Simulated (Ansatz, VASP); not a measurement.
## One calculation of TePb, two programs

```
Pb Te
1.0
     4.08078    0.00000    0.00000
     0.00000    4.08078    0.00000
     0.00000    0.00000    4.08078
Pb Te
1 1
Direct
  0.00000 0.00000 0.00000
  0.50000 0.50000 0.50000
```

Alike in both runs: task single point; functional r2SCAN; k mesh 7 × 7 × 7; occupations fermi-dirac, width 0.05 eV; no spin polarisation.

```csv
,VASP,Ansatz
version,VASP 6.6.1,Ansatz 0.2.0
potentials or method,"VASP PAW PBE potentials, release 64 (Pb_d, Te)",Ansatz PAW
plane-wave cutoff (eV),520,500
valence electrons in the cell,20,30
```

|  | VASP | Ansatz | Ansatz less VASP |
| --- | --- | --- | --- |
| gap on the k mesh at the Fermi level (eV) | none | none | - |
| pressure (GPa) | -2.5 | -2.5 | +0.01 |

VASP's potentials were made for PBE, not for r2SCAN. A gap of «none» marks a metal or a gap that the smearing closes. VASP's potentials hold 20 valence electrons a cell and Ansatz's 30, so a difference there can come from the potentials and not from the codes.

Spin-orbit coupling is off throughout.
